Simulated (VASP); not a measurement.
Br: single point with r2SCAN

The system is Br.

```
Br
1.0
     1.87451    1.87451    1.87451
    -1.87451    1.87451    1.87451
    -1.87451   -1.87451    1.87451
Br
1
Direct
  0.00000 0.00000 0.00000
```

```
Program             : VASP 6.6.1
Task                : single point
Functional          : r2SCAN
Potentials or basis : VASP PAW PBE potentials, release 64 (Br)
Cutoff              : 520 eV
k mesh              : 10 × 10 × 10
Occupations         : fermi-dirac, width 0.05 eV
Spin                : no spin polarisation
```

The pressure is 0.0 GPa. The band gap on the k mesh is zero (an odd number of electrons rules out a gap without spin polarisation).

Levels at points of the mesh, in eV from the Fermi level:
| k point | band 1 | band 2 | band 3 | band 4 | band 5 | band 6 | band 7 | band 8 | band 9 |
| --- | --- | --- | --- | --- | --- | --- | --- | --- | --- |
| (0.00, 0.00, 0.00) | -15.94 | 0.76 | 0.76 | 0.76 | 8.91 | 13.45 | 13.45 | 13.45 | 16.15 |
| (0.50, 0.00, 0.00) | -14.43 | -4.64 | -0.82 | 0.50 | 8.31 | 10.35 | 17.34 | 17.43 | 18.36 |
| (0.50, 0.50, 0.50) | -13.47 | -2.67 | -2.67 | -2.67 | 7.04 | 7.04 | 21.33 | 21.33 | 21.33 |

It took 44 s on 1 thread of Intel Xeon 8259CL, with other jobs on the host, peak memory 0.14 GiB.

Caveat: the PAW data sets were made with another functional, which shifts forces and pressure a little; an odd number of electrons without spin polarisation forces a metal; a magnetic or distorted state may lie lower.
